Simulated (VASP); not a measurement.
Re: electric field gradients with LDA

Re:

```
Re
1.0
     0.00000    2.00099    2.00099
     2.00099    0.00000    2.00099
     2.00099    2.00099    0.00000
Re
1
Direct
  0.00000 0.00000 0.00000
```

This cell differs from its parent crystal: volume scaled by 1.04.

```json
{"Program": "VASP 6.6.1", "Task": "electric field gradients", "Functional": "LDA", "Potentials or basis": "VASP PAW LDA potentials, release 64 (Re)", "Cutoff": "520 eV", "k mesh": "14 × 14 × 14", "Occupations": "fermi-dirac, width 0.03 eV", "Spin": "no spin polarisation", "Dipole correction": "no", "Further INCAR settings": "ALGO = Normal; EDIFF = 1e-08; NBANDS = 10"}
```

```
Pressure : -33.9 GPa
```

Levels at points of the mesh, in eV from the Fermi level:
```csv
k point,band 2,band 3,band 4,band 5,band 6,band 7
"(0.00, 0.00, 0.00)",-1.68,-1.68,-1.68,1.10,1.10,13.92
"(0.50, 0.00, 0.00)",-1.86,-1.86,0.26,3.35,3.35,8.81
"(0.50, 0.50, 0.00)",-5.27,2.61,3.29,4.01,4.01,11.57
```

It took 7.1 s on 1 thread of Intel(R) Xeon(R) 6975P-C (Granite Rapids), on a shared host, peak memory 0.14 GiB.

Caveat: without QUAD_EFG the Cq values of the log hold for a quadrupole moment of 1 mb, not for the nuclei; spin-orbit coupling is left out, which moves the levels of the heavy elements.
